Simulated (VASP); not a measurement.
# GeCN2 (R-3m) in VASP: further runs, part 2 of 2

VASP 6.6.1. The steps go on from the part before.

## (3) Single point, LDA

This run uses another cell than the first one, of 13.72 Å³/atom, 1.020 times its volume.

Input file INCAR:

```
ALGO = Normal ; EDIFF = 1E-6
ENCUT = 520 ; GGA = CA
ISIF = 2 ; ISMEAR = -1
LASPH = T ; LCHARG = F
LREAL = F ; LWAVE = F
NBANDS = 22 ; NELM = 80
PREC = Accurate ; SIGMA = 0.05
```

Input file KPOINTS:

```
k-points
0
Gamma
  9 9 9
```

Input file POSCAR:

```
GeCN2
1.0
    1.7937903697      1.0356453528      4.9219572124
   -1.7937903697      1.0356453528      4.9219572124
    0.0000000000     -2.0712907056      4.9219572124
Ge N C
1 2 1
Direct
    0.0000000000      0.0000000000      0.0000000000
    0.5839044000      0.5839044000      0.5839044000
    0.4160956000      0.4160956000      0.4160956000
    0.5000000000      0.5000000000      0.5000000000
```

Potentials or basis: VASP PAW LDA potentials, release 64 (Ge_d, N, C).

The run is started by

```sh
$ cat potpaw_LDA.64/Ge_d/POTCAR potpaw_LDA.64/N/POTCAR potpaw_LDA.64/C/POTCAR > POTCAR
$ mpirun -np 1 vasp_std > vasp.out
```

OUTCAR:

```text
EDIFF = 1E-6
   ENCUT = 520
   GGA = CA
   ISIF = 2
   ISMEAR = -1
   LASPH = T
   LREAL = F
   NELM = 80
   PREC = Accurate

 ion  position               nearest neighbor table
   1  0.000  0.000  0.000-
   2  0.584  0.584  0.584-   4 1.24
   3  0.416  0.416  0.416-   4 1.24
   4  0.500  0.500  0.500-   2 1.24   3 1.24

  LATTYP: Found a trigonal (rhomboedric) cell.
 ALAT       =     5.3400288377
 COS(alpha) =     0.7743235887

  Lattice vectors:

 A1 = (   1.7937903697,   1.0356453528,   4.9219572124)
 A2 = (  -1.7937903697,   1.0356453528,   4.9219572124)
 A3 = (   0.0000000000,  -2.0712907056,   4.9219572124)

Analysis of symmetry for initial positions (statically):
=====================================================================
 Subroutine PRICEL returns:
 Original cell was already a primitive cell.

 Routine SETGRP: Setting up the symmetry group for a
[... 166 lines left out ...]
  ---------------------------------------------------
  free energy    TOTEN  =       -32.16599030 eV

  energy without entropy =      -32.16598918  energy(sigma->0) =      -32.16598974

 E-fermi :   3.7368     XC(G=0): -10.1867

 val. band max:        3.2132815305   @ k =  -0.4444  -0.4444   0.2222
 cond. band min:       4.1672035552   @ k =   0.4444   0.4444   0.4444
 fundamental gap:      0.9539220247
 Fermi energy:         3.7368186360

 k-point     1 :       0.0000    0.0000    0.0000
  band No.  band energies     occupation
      1     -21.5186      2.00000
      2     -21.5145      2.00000
      3     -21.5145      2.00000
      4     -21.5056      2.00000
      5     -21.5056      2.00000
      6     -15.7719      2.00000
[... 589 lines left out ...]
     21      12.2668      0.00000
     22      15.0514      0.00000

 [... further k-points ...]

------------------------ aborting loop because EDIFF is reached ----------------------------------------

  FORCE on cell =-STRESS in cart. coord.  units (eV):
  Direction    XX          YY          ZZ          XY          YZ          ZX
  --------------------------------------------------------------------------------------
  -------------------------------------------------------------------------------------
  Total       -1.9424003     -1.9424003     -2.7075196      0.0000000      0.0000000      0.0000000
  in kB      -56.7253899    -56.7253899    -79.0697493      0.0000000      0.0000000      0.0000000
  external PRESSURE =     -64.1735097 kB  Pullay stress =       0.0000000 kB

 VOLUME and BASIS-vectors are now :
 -----------------------------------------------------------------------------
  energy-cutoff  :      520.00
  volume of cell :       54.86
      direct lattice vectors                 reciprocal lattice vectors
     1.793790370  1.035645353  4.921957212     0.278739371  0.160930251  0.067723737
    -1.793790370  1.035645353  4.921957212    -0.278739371  0.160930251  0.067723737
     0.000000000 -2.071290706  4.921957212     0.000000000 -0.321860502  0.067723737

 POSITION                                       TOTAL-FORCE (eV/Angst)
 -----------------------------------------------------------------------------------
      0.00000      0.00000      0.00000         0.000000      0.000000      0.000000
      0.00000      0.00000      8.62186         0.000000     -0.000000     -0.186006
      0.00000      0.00000      6.14401         0.000000      0.000000      0.186006
      0.00000      0.00000      7.38294        -0.000000     -0.000000      0.000000
 -----------------------------------------------------------------------------------
    total drift:                               -0.000000      0.000000     -0.000000

  FREE ENERGIE OF THE ION-ELECTRON SYSTEM (eV)
  ---------------------------------------------------
  free  energy   TOTEN  =       -32.1659903010 eV

  energy  without entropy=      -32.1659891750  energy(sigma->0) =      -32.16598974
```

It took 100 s on 1 thread of Intel Xeon Platinum 8559C (Emerald Rapids), shared host; peak memory 0.26 GiB.

What came out:

```
Free energy            : -32.1660 eV
Pressure               : -6.4 GPa
Largest force          : 0.186 eV/Å
Band gap on the k mesh : 0.95 eV, indirect (least direct gap 1.75 eV)
```

Forces on the atoms (eV/Å):
```
Ge   0.000  0.000  0.000
N    0.000  0.000 -0.186
N    0.000  0.000  0.186
C    0.000  0.000  0.000
```

Stress tensor (GPa, compression positive):
```
-5.67  0.00  0.00
 0.00 -5.67  0.00
 0.00  0.00 -7.91
```

## (4) Single point, LDA (volume scaled by 1.06)

Input file INCAR:

```
SYSTEM = GeCN2
ALGO = Normal ; EDIFF = 1E-7
ENCUT = 520 ; GGA = CA
ISIF = 2 ; ISMEAR = -1
LASPH = .TRUE. ; LCHARG = .FALSE.
LREAL = .FALSE. ; LWAVE = .FALSE.
NBANDS = 22 ; NELM = 80
PREC = Accurate ; SIGMA = 0.05
```

Input file KPOINTS:

```
k-points
0
G
  9 9 9
  0 0 0
```

Input file POSCAR:

```
GeCN2
1.0
    1.8289716617      1.0559572812      5.0184906852
   -1.8289716617      1.0559572812      5.0184906852
    0.0000000000     -2.1119145624      5.0184906852
Ge N C
1 2 1
Direct
    0.0000000000      0.0000000000      0.0000000000
    0.5839044000      0.5839044000      0.5839044000
    0.4160956000      0.4160956000      0.4160956000
    0.5000000000      0.5000000000      0.5000000000
```

The run is started by

```sh
$ cat potpaw_LDA.64/Ge_d/POTCAR potpaw_LDA.64/N/POTCAR potpaw_LDA.64/C/POTCAR > POTCAR
$ mpirun -np 1 vasp_std > vasp.out
```

It took 1.8 min on 1 thread of Intel Xeon Platinum 8559C (Emerald Rapids), shared host; peak memory 0.26 GiB.

Results (log left out):

- Free energy: -31.9709 eV
- Pressure: -12.6 GPa
- Largest force: 1.728 eV/Å
- Band gap on the k mesh: 1.07 eV, indirect (least direct gap 1.93 eV)

Forces in eV/Å, atoms in the order of the input:
```
Ge   0.000  0.000  0.000
N    0.000  0.000 -1.728
N    0.000  0.000  1.728
C    0.000  0.000  0.000
```

Stress tensor (GPa, compression positive):
```
 -7.81   0.00   0.00
  0.00  -7.81   0.00
  0.00   0.00 -22.27
```

Levels at points of the mesh, in eV from the valence-band top:
| k point | band 12 | band 13 | band 14 | band 15 | band 16 | band 17 |
| --- | --- | --- | --- | --- | --- | --- |
| (0.00, 0.00, 0.00) | -2.23 | -1.57 | -1.57 | 2.46 | 3.18 | 3.18 |

Caveat: the cell differs from its parent crystal (volume scaled by 1.06); forces of over 1 eV/Å act on the atoms, so gaps and moduli don't describe the material at rest.

## (5) The runs side by side

| cell | gap on the mesh (eV) | pressure (GPa) | largest force (eV/Å) |
| --- | --- | --- | --- |
| a = 5.304 Å, angles 39.3°, 4 atoms | 0.91 | -3.9 | 0.40 |
| a = 5.340 Å, angles 39.3°, 4 atoms | 0.95 | -6.4 | 0.19 |
| a = 5.445 Å, angles 39.3°, 4 atoms | 1.07 | -12.6 | 1.73 |

Alike in all rows: task single point; level LDA; potentials or basis VASP PAW LDA potentials, release 64 (Ge_d, N, C); no spin polarisation; k mesh 9 × 9 × 9; cutoff (eV) 520; smearing fermi-dirac 0.05 eV.

Caveats: forces of over 1 eV/Å act on the atoms, so gaps and moduli don't describe the material at rest (some runs).

Total energies depend on the potentials used, so only differences within one code and one set of settings carry meaning.
